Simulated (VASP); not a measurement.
# HfCSe (P4/nmm) in VASP: a series of runs

Runs on HfCSe. Level: r2SCAN. Tasks: single point.

All numbers are computed with VASP 6.6.1; they aren't measurements. Logs are shortened: lines on timing, memory, paths and dates and some standing lists are left out, and cuts for length are marked.

**1. The cell of the first run**

It takes space group P4/nmm (No. 129, tetragonal). The conventional cell has a = 3.428 Å, b = 3.428 Å, c = 7.856 Å, α = 90.00°, β = 90.00°, γ = 90.00°. Hf (site symmetry 4mm) has 5 Se at 2.62 to 2.80 Å and 4 C at 2.66 Å and 4 Hf at 3.43 Å within 3.5 Å. C (site symmetry -4m2) has 4 C at 2.42 Å and 4 Hf at 2.66 Å within 3.2 Å. Se (site symmetry 4mm) has 5 Hf at 2.62 to 2.80 Å and 8 Se at 3.02 to 3.43 Å and 4 C at 3.48 Å within 3.5 Å.

**2. Single point, r2SCAN**

POSCAR

```
HfCSe
1.0
    3.4276340000      0.0000000000      0.0000000000
    0.0000000000      3.4276340000      0.0000000000
    0.0000000000      0.0000000000      7.8561750000
Hf C Se
2 2 2
Direct
    0.0000000000      0.5000000000      0.2590000000
    0.5000000000      0.0000000000      0.7410000000
    0.0000000000      0.0000000000      0.0000000000
    0.5000000000      0.5000000000      0.0000000000
    0.0000000000      0.5000000000      0.6150000000
    0.5000000000      0.0000000000      0.3850000000
```

INCAR.step1

```
SYSTEM = HfCSe
  PREC = Accurate
  ENCUT = 660
  ISMEAR = 0
  SIGMA = 0.035
  LREAL = .False.
  LASPH = .True.
  NELM = 120
  NBANDS = 29
  GGA = PE
  ALGO = Normal
  EDIFF = 1E-5
  LWAVE = .True.
  LCHARG = .False.
  GGA_COMPAT = .False.
```

INCAR.step2

```
SYSTEM = HfCSe
  PREC = Accurate
  ENCUT = 660
  EDIFF = 1E-6
  ISMEAR = 0
  SIGMA = 0.035
  LREAL = .False.
  LASPH = .True.
  NELM = 120
  ALGO = Normal
  ISIF = 2
  LWAVE = .False.
  LCHARG = .True.
  METAGGA = R2SCAN
  LMIXTAU = .True.
  LELF = .True.
  LVHAR = .True.
  NBANDS = 29
  ISTART = 1
  GGA_COMPAT = .False.
```

KPOINTS

```
Automatic mesh
0
Gamma
  10 10 5
  0 0 0
```

Potentials or basis: VASP PAW PBE potentials, release 64 (Hf_pv, C, Se).

Launch:

```bash
$ cat potpaw_PBE.64/Hf_pv/POTCAR potpaw_PBE.64/C/POTCAR potpaw_PBE.64/Se/POTCAR > POTCAR
$ cp INCAR.step1 INCAR
$ mpirun -np 1 vasp_std > vasp.out
$ cp INCAR.step2 INCAR
$ mpirun -np 1 vasp_std > vasp.out
```

OUTCAR:

```text
SYSTEM = HfCSe
   PREC = Accurate
   ENCUT = 660
   EDIFF = 1E-6
   ISMEAR = 0
   LREAL = .False.
   LASPH = .True.
   NELM = 120
   ISIF = 2
   METAGGA = R2SCAN
   ISTART = 1

 ion  position               nearest neighbor table
   1  0.000  0.500  0.259-   6 2.62   6 2.62   6 2.62   6 2.62   4 2.66   4 2.66   3 2.66   3 2.66
                             5 2.80
   2  0.500  0.000  0.741-   5 2.62   5 2.62   5 2.62   5 2.62   4 2.66   3 2.66   3 2.66   4 2.66
                             6 2.80
   3  0.000  0.000  0.000-   1 2.66   2 2.66   1 2.66   2 2.66
   4  0.500  0.500  0.000-   1 2.66   2 2.66   2 2.66   1 2.66
   5  0.000  0.500  0.615-   2 2.62   2 2.62   2 2.62   2 2.62   1 2.80
   6  0.500  0.000  0.385-   1 2.62   1 2.62   1 2.62   1 2.62   2 2.80

  LATTYP: Found a simple tetragonal cell.
 ALAT       =     3.4276340000
 C/A-ratio  =     2.2920110490

  Lattice vectors:

 A1 = (   3.4276340000,   0.0000000000,   0.0000000000)
 A2 = (   0.0000000000,   3.4276340000,   0.0000000000)
 A3 = (   0.0000000000,   0.0000000000,   7.8561750000)

Analysis of symmetry for initial positions (statically):
=====================================================================
 Subroutine PRICEL returns:
 Original cell was already a primitive cell.

 Routine SETGRP: Setting up the symmetry group for a
 simple tetragonal supercell.

 Subroutine GETGRP returns: Found 16 space group operations
 (whereof  8 operations were pure point group operations)
 out of a pool of 16 trial point group operations.

The static configuration has the point symmetry D_2d.
 The point group associated with its full space group is D_4h.

Analysis of symmetry for dynamics (positions and initial velocities):
=====================================================================
 Subroutine PRICEL returns:
 Original cell was already a primitive cell.

 Routine SETGRP: Setting up the symmetry group for a
 simple tetragonal supercell.

 Subroutine GETGRP returns: Found 16 space group operations
 (whereof  8 operations were pure point group operations)
 out of a pool of 16 trial point group operations.

The dynamic configuration has the point symmetry D_2d.
 The point group associated with its full space group is D_4h.

 Subroutine INISYM returns: Found 16 space group operations
 (whereof  8 operations are pure point group operations),
 and found     1 'primitive' translations

----------------------------------------------------------------------------------------

                                     Primitive cell

  volume of cell :      92.2996

  direct lattice vectors                    reciprocal lattice vectors
     3.427634000  0.000000000  0.000000000     0.291746435  0.000000000  0.000000000
     0.000000000  3.427634000  0.000000000     0.000000000  0.291746435  0.000000000
     0.000000000  0.000000000  7.856175000     0.000000000  0.000000000  0.127288407

  length of vectors
     3.427634000  3.427634000  7.856175000     0.291746435  0.291746435  0.127288407

  position of ions in fractional coordinates (direct lattice)
     0.000000000  0.500000000  0.259000000
     0.500000000  0.000000000  0.741000000
     0.000000000  0.000000000  0.000000000
     0.500000000  0.500000000  0.000000000
     0.000000000  0.500000000  0.615000000
     0.500000000  0.000000000  0.385000000

  ion indices of the primitive-cell ions
   primitive index   ion index
                 1           1
                 2           2
                 3           3
                 4           4
                 5           5
                 6           6

----------------------------------------------------------------------------------------

 KPOINTS: Automatic mesh

Automatic generation of k-mesh.
 Grid dimensions read from file:
 generate k-points for:   10   10    5

 Generating k-lattice:

  Cartesian coordinates                     Fractional coordinates (reciprocal lattice)
     0.029174644  0.000000000  0.000000000     0.100000000  0.000000000  0.000000000
     0.000000000  0.029174644  0.000000000     0.000000000  0.100000000  0.000000000
     0.000000000  0.000000000  0.025457681     0.000000000  0.000000000  0.200000000

  Length of vectors
     0.029174644  0.029174644  0.025457681

  Shift w.r.t. Gamma in fractional coordinates (k-lattice)
     0.000000000  0.000000000  0.000000000

 Subroutine IBZKPT returns following result:
 ===========================================

 Found     63 irreducible k-points:

 Following reciprocal coordinates:
            Coordinates               Weight
  0.000000  0.000000  0.000000      1.000000
  0.100000  0.000000  0.000000      4.000000
  0.200000  0.000000  0.000000      4.000000
  0.300000  0.000000  0.000000      4.000000
  0.400000  0.000000  0.000000      4.000000
  0.500000  0.000000  0.000000      2.000000
[... 16 lines left out ...]
  0.100000  0.000000  0.200000      8.000000
  0.200000  0.000000  0.200000      8.000000
 [... further k-points ...]
   k-points           NKPTS =     63   k-points in BZ     NKDIM =     63   number of bands    NBANDS=     29
   number of dos      NEDOS =    301   number of ions     NIONS =      6
   total plane-waves  NPLWV =  63000
   dimension x,y,z NGX =    30 NGY =   30 NGZ =   70
   dimension x,y,z NGXF=    60 NGYF=   60 NGZF=  140
   ions per type =               2   2   2
   NGX,Y,Z   is equivalent  to a cutoff of  14.55, 14.55, 14.81 a.u.
   NGXF,Y,Z  is equivalent  to a cutoff of  29.10, 29.10, 29.63 a.u.
 SYSTEM =  HfCSe
   PREC   = accura    normal or accurate (medium, high low for compatibility)
   ISTART =      1    job   : 0-new  1-cont  2-samecut
   ICHARG =      0    charge: 1-file 2-atom 10-const
   ISPIN  =      1    spin polarized calculation?
   LNONCOLLINEAR =      F non collinear calculations
   LSORBIT =      F    spin-orbit coupling
   LASPH  =      T    aspherical Exc in radial PAW
   ENCUT  =  660.0 eV  48.51 Ry    6.96 a.u.   7.18  7.18 16.46*2*pi/ulx,y,z
   NELM   =    120;   NELMIN=  2; NELMDL=  0     # of ELM steps
   EDIFF  = 0.1E-05   stopping-criterion for ELM
   LREAL  =      F    real-space projection
   EDIFFG = 0.1E-04   stopping-criterion for IOM
   NSW    =      0    number of steps for IOM
   IBRION =     -1    ionic relax: 0-MD 1-quasi-New 2-CG
   NFREE  =      0    steps in history (QN), initial steepest desc. (CG)
   ISIF   =      2    stress and relaxation
   ISYM   =      2    0-nonsym 1-usesym 2-fastsym
   POTIM  = 0.5000    time-step for ionic-motion
   TEBEG  =    0.0;   TEEND  =   0.0 temperature during run
   PSTRESS=    0.0 pullay stress
   NELECT =      40.0000    total number of electrons
   NUPDOWN=      -1.0000    fix difference up-down
   EMIN   =  10.00;   EMAX   =-10.00  energy-range for DOS
   EFERMI =   0.00;   METHOD = LEGACY
   ISMEAR =     0;   SIGMA  =   0.04  broadening in eV -4-tet -1-fermi 0-gaus
   EFERMI_NEDOS =   21; number of points for ismear=-14 and -15
   IALGO  =     38    algorithm
   IMIX   =      4    mixing-type and parameters
     AMIX     =   0.40;   BMIX     =  1.00
     AMIX_MAG =   1.60;   BMIX_MAG =  1.00
  volume/ion in A,a.u.               =      15.38       103.81
  Fermi-wavevector in a.u.,A,eV,Ry     =   1.238877  2.341138 20.882439  1.534816
  Thomas-Fermi vector in A             =   2.373384
   LORBIT       =      0    0 simple, 1 ext, 2 COOP (PROOUT), +10 PAW based schemes
   METAGGA = R2SCAN    functional components
   LHFCALC =     F    Hartree Fock is set to
   AEXX    =    0.0000 exact exchange contribution
   IVDW    =     0    specifies the selected vdW correction
   LEPSILON=     F    determine dielectric tensor
   LRPA    =     F    only Hartree local field effects (RPA)
 non-spin polarized calculation
 Gauss-broadening in eV      SIGMA  =   0.04
  energy-cutoff  :      660.00
  volume of cell :       92.30
 maximum number of plane-waves:      3596
 NGX is ok and might be reduce to    30
   NGX = 15   NGY = 15   NGZ = 33

 number of electron      40.0000001 magnetization

 Free energy of the ion-electron system (eV)
  ---------------------------------------------------
  ext. energy  EPLUGINS =         0.00000000
  ---------------------------------------------------
  free energy    TOTEN  =      -138.20731914 eV

  energy without entropy =     -138.20595207  energy(sigma->0) =     -138.20663561

 E-fermi :   6.6059     XC(G=0): -12.1661

 val. band max:        6.5912339803   @ k =   0.3000   0.1000   0.2000
 cond. band min:       6.6213691524   @ k =   0.3000   0.1000   0.4000
 fundamental gap:      0.0301351722
 Fermi energy:         6.6059288663

 k-point     1 :       0.0000    0.0000    0.0000
  band No.  band energies     occupation
      1     -26.2470      2.00000
      2     -26.1979      2.00000
      3     -26.1867      2.00000
      4     -26.1867      2.00000
      5     -26.1819      2.00000
      6     -26.1819      2.00000
[... 21 lines left out ...]
     28      11.2566      0.00000
     29      11.6281      0.00000

 k-point     2 :       0.1000    0.0000    0.0000
  band No.  band energies     occupation
      1     -26.2450      2.00000
      2     -26.2121      2.00000
      3     -26.2041      2.00000
      4     -26.1949      2.00000
      5     -26.1839      2.00000
      6     -26.1793      2.00000
[... 21 lines left out ...]
     28      11.0383      0.00000
     29      11.1056      0.00000

 k-point     3 :       0.2000    0.0000    0.0000
  band No.  band energies     occupation
      1     -26.2764      2.00000
      2     -26.2744      2.00000
      3     -26.2249      2.00000
      4     -26.1908      2.00000
      5     -26.1766      2.00000
      6     -26.1727      2.00000
[... 21 lines left out ...]
     28      10.0186      0.00000
     29      10.5937      0.00000

 k-point     4 :       0.3000    0.0000    0.0000
  band No.  band energies     occupation
      1     -26.3508      2.00000
      2     -26.3508      2.00000
      3     -26.2127      2.00000
      4     -26.1863      2.00000
      5     -26.1674      2.00000
      6     -26.1646      2.00000
[... 21 lines left out ...]
     28       9.6363      0.00000
     29      10.6465      0.00000

 k-point     5 :       0.4000    0.0000    0.0000
  band No.  band energies     occupation
      1     -26.4117      2.00000
      2     -26.4117      2.00000
      3     -26.1989      2.00000
      4     -26.1849      2.00000
      5     -26.1597      2.00000
      6     -26.1582      2.00000
[... 21 lines left out ...]
     28       9.6456      0.00000
     29      10.6864      0.00000
[... 510 lines left out ...]
     28      11.0103      0.00000
     29      12.7130      0.00000

 k-point    22 :       0.0000    0.0000    0.2000
  band No.  band energies     occupation
      1     -26.2439      2.00000
      2     -26.2010      2.00000
      3     -26.1864      2.00000
      4     -26.1864      2.00000
      5     -26.1822      2.00000
      6     -26.1822      2.00000
[... 21 lines left out ...]
     28      11.3129      0.00000
     29      11.5337      0.00000

 k-point    23 :       0.1000    0.0000    0.2000
  band No.  band energies     occupation
      1     -26.2425      2.00000
      2     -26.2118      2.00000
      3     -26.2044      2.00000
      4     -26.1974      2.00000
      5     -26.1836      2.00000
      6     -26.1796      2.00000
[... 21 lines left out ...]
     28      10.8632      0.00000
     29      11.1442      0.00000

 k-point    24 :       0.2000    0.0000    0.2000
  band No.  band energies     occupation
      1     -26.2771      2.00000
      2     -26.2738      2.00000
      3     -26.2223      2.00000
      4     -26.1932      2.00000
      5     -26.1763      2.00000
      6     -26.1729      2.00000
[... 21 lines left out ...]
     28      10.0999      0.00000
     29      10.5869      0.00000

 [... further k-points ...]
[... 5 lines left out ...]
  --------------------------------------------------------------------------------------
  -------------------------------------------------------------------------------------
  Total        3.1159160      3.1159160    -10.9031356      0.0000000      0.0000000      0.0000000
  in kB       54.0874231     54.0874231   -189.2613623      0.0000000      0.0000000      0.0000000
  external PRESSURE =     -27.0288387 kB  Pullay stress =       0.0000000 kB

 VOLUME and BASIS-vectors are now :
 -----------------------------------------------------------------------------
  energy-cutoff  :      660.00
  volume of cell :       92.30
      direct lattice vectors                 reciprocal lattice vectors
     3.427634000  0.000000000  0.000000000     0.291746435  0.000000000  0.000000000
     0.000000000  3.427634000  0.000000000     0.000000000  0.291746435  0.000000000
     0.000000000  0.000000000  7.856175000     0.000000000  0.000000000  0.127288407

 POSITION                                       TOTAL-FORCE (eV/Angst)
 -----------------------------------------------------------------------------------
      0.00000      1.71382      2.03475         0.000000      0.000000     -5.508320
      1.71382      0.00000      5.82143         0.000000      0.000000      5.508320
      0.00000      0.00000      0.00000         0.000000      0.000000      0.000000
      1.71382      1.71382      0.00000         0.000000     -0.000000      0.000000
      0.00000      1.71382      4.83155         0.000000      0.000000      0.400797
      1.71382      0.00000      3.02463        -0.000000      0.000000     -0.400797
 -----------------------------------------------------------------------------------
    total drift:                                0.000000      0.000000      0.000000

  FREE ENERGIE OF THE ION-ELECTRON SYSTEM (eV)
  ---------------------------------------------------
  free  energy   TOTEN  =      -138.2073191446 eV

  energy  without entropy=     -138.2059520689  energy(sigma->0) =     -138.20663561
```

Wall time 26 min (1 thread of Intel Xeon 8259CL, shared host); peak memory 0.42 GiB.

Results:

```
Free energy            : -138.2073 eV
Pressure               : -2.7 GPa
Largest force          : 5.508 eV/Å
Band gap on the k mesh : zero (band 20 reaches 6.87 eV, above the bottom of band 21 at 5.12 eV)
```

Forces on the atoms (eV/Å):
```
Hf   0.000  0.000 -5.508
Hf   0.000  0.000  5.508
C    0.000  0.000  0.000
C    0.000  0.000  0.000
Se   0.000  0.000  0.401
Se   0.000  0.000 -0.401
```

Caveat: the PAW data sets were made with another functional, which shifts forces and pressure a little; spin-orbit coupling is left out, which moves the levels of the heavy elements.

**3. Single point, r2SCAN**

POSCAR

```
HfCSe
1.0
    3.4276340000      0.0000000000      0.0000000000
    0.0000000000      3.4276340000      0.0000000000
    0.0000000000      0.0000000000      7.8561750000
Hf C Se
2 2 2
Direct
    0.0000000000      0.5000000000      0.1964980672
    0.5000000000      0.0000000000      0.8035019328
    0.0000000000      0.0000000000      0.0000000000
    0.5000000000      0.5000000000      0.0000000000
    0.0000000000      0.5000000000      0.6435902334
    0.5000000000      0.0000000000      0.3564097666
```

INCAR.step1

```
PREC     = Accurate       # precision mode
ENCUT    = 520            # plane-wave cutoff, eV
ISMEAR   = 0              # smearing method
SIGMA    = 0.035          # smearing width, eV
LREAL    = False          # projectors in reciprocal space
LASPH    = True           # aspherical terms in the spheres
NELM     = 80             # most SCF steps
NBANDS   = 29             # bands
GGA      = PE             # functional
ALGO     = Normal         # electronic algorithm
EDIFF    = 1E-4           # SCF threshold, eV
LWAVE    = True           # write WAVECAR
LCHARG   = False          # write CHGCAR
```

INCAR.step2

```
PREC     = Accurate       # precision mode
ENCUT    = 520            # plane-wave cutoff, eV
EDIFF    = 1E-6           # SCF threshold, eV
ISMEAR   = 0              # smearing method
SIGMA    = 0.035          # smearing width, eV
LREAL    = False          # projectors in reciprocal space
LASPH    = True           # aspherical terms in the spheres
NELM     = 80             # most SCF steps
ALGO     = Normal         # electronic algorithm
ISIF     = 2              # what is computed and relaxed
LWAVE    = False          # write WAVECAR
LCHARG   = True           # write CHGCAR
METAGGA  = R2SCAN         # meta-GGA
LMIXTAU  = True         
LELF     = True           # ELF
LVHAR    = True         
NBANDS   = 29             # bands
ISTART   = 1
```

KPOINTS

```
regular mesh
0
Gamma
  9 9 4
```

Potentials or basis: VASP PAW PBE potentials, release 64 (Hf_pv, C, Se).

Launch:

```bash
$ cat potpaw_PBE.64/Hf_pv/POTCAR potpaw_PBE.64/C/POTCAR potpaw_PBE.64/Se/POTCAR > POTCAR
$ cp INCAR.step1 INCAR
$ mpirun -np 1 vasp_std > vasp.out
$ cp INCAR.step2 INCAR
$ mpirun -np 1 vasp_std > vasp.out
```

Wall time 16 min (1 thread of Oxide Virtual Turin-like, shared host); peak memory 0.26 GiB.

Results (log left out):

- Free energy: -141.0336 eV
- Pressure: 1.7 GPa
- Largest force: 0.060 eV/Å
- Band gap on the k mesh: zero (band 20 reaches 6.38 eV, above the bottom of band 21 at 5.03 eV)

Forces on the atoms (eV/Å):
```
Hf   0.000  0.000 -0.060
Hf   0.000  0.000  0.060
C    0.000  0.000  0.000
C    0.000  0.000  0.000
Se   0.000  0.000  0.032
Se   0.000  0.000 -0.032
```

Stress tensor (GPa, compression positive):
```
-0.29  0.00  0.00
 0.00 -0.29  0.00
 0.00  0.00  5.83
```

Levels at points of the mesh, in eV from the Fermi level:
```
           k point  band 18  band 19  band 20  band 21  band 22  band 23
(0.00, 0.00, 0.00)    -0.93    -0.93     1.04     1.86     1.94     3.11
(0.00, 0.00, 0.50)    -1.06    -0.51    -0.51     2.18     2.28     2.89
```

Caveat: the PAW data sets were made with another functional, which shifts forces and pressure a little; spin-orbit coupling is left out, which moves the levels of the heavy elements.
